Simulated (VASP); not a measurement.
Runs of VASP 6.6.1 on ZrSnHg3. The structure is that of space group Pm-3m (No. 221), or close to it. The cells are those of the table. The cell was built from a structure type or drawn by symmetry, and may not be a known phase.

```tsv
task	spin	cell	gap on the mesh (eV)	pressure (GPa)
single point	off	a = 4.884 Å, 5 atoms	none	23.8
single point	collinear	a = 5.344 Å, 5 atoms	none	0.7
single point	off	a = 5.344 Å, 5 atoms	none	(a)
relaxation of cell and atoms	off	relaxed from a = 4.884 Å, 5 atoms	none	0.2
```

Alike in all rows: level PBE; potentials or basis VASP PAW PBE potentials, release 64 (Zr_sv, Sn_d, Hg); k mesh 4 × 4 × 4; cutoff (eV) 500; smearing gaussian 0.1 eV.

Problem. Fill in the values left out.

Solution. (a) 0.4.

Caveats: spin-orbit coupling is left out, which moves the levels of the heavy elements; the cell stands under pressure (at least some runs).

A k mesh can miss the band edges, and the runs leave out spin-orbit coupling on Hg, Sn, Zr.

A gap of «none» marks levels without a gap at the run's occupations.
